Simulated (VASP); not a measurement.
Wanted: the native input for a VASP 6.6.1 run.

- Task: single point
- Functional: PBE
- Potentials or basis: VASP PAW PBE potentials, release 64 (Ba_sv, Bi_d)
- Cutoff: 520 eV
- k mesh: 4 × 4 × 4
- Occupations: gaussian, width 0.1 eV
- Spin: no spin polarisation
- Dipole correction: no
- Further INCAR settings: ALGO = Fast; EDIFF = 1e-06; NBANDS = 20

The structure of BaBi lies in POSCAR:

```
BaBi
1.0
    4.1263587335      0.0000000000      0.0000000000
    0.0000000000      4.1263587335      0.0000000000
    0.0000000000      0.0000000000      4.1263587335
Ba Bi
1 1
Direct
    0.0000000000      0.0000000000      0.0000000000
    0.5000000000      0.5000000000      0.5000000000
```

These files were run (other wordings do the same):

INCAR

```
PREC = Accurate
ENCUT = 520
EDIFF = 1E-6
ISMEAR = 0
SIGMA = 0.1
LREAL = F
LASPH = T
NELM = 80
ALGO = Fast
ISIF = 2
LWAVE = F
LCHARG = T
GGA = PE
LELF = T
LVHAR = T
NBANDS = 20
```

KPOINTS

```
Automatic mesh
0
Gamma
  4 4 4
```

Potentials or basis: VASP PAW PBE potentials, release 64 (Ba_sv, Bi_d).

The run is started by

```sh
$ cat potpaw_PBE.64/Ba_sv/POTCAR potpaw_PBE.64/Bi_d/POTCAR > POTCAR
$ mpirun -np 1 vasp_std > vasp.out
```

It gave:

```
Pressure               : 6.2 GPa
Band gap on the k mesh : zero (an odd number of electrons rules out a gap without spin polarisation)
```

Caveat: the k points lie up to 0.38 Å⁻¹ apart, too coarse for converged energies and pressures of a metal; spin-orbit coupling is left out, which moves the levels of the heavy elements.

It took 13 s on 1 thread of Oxide Virtual Turin-like Processor, with other jobs on the host, peak memory 0.14 GiB.
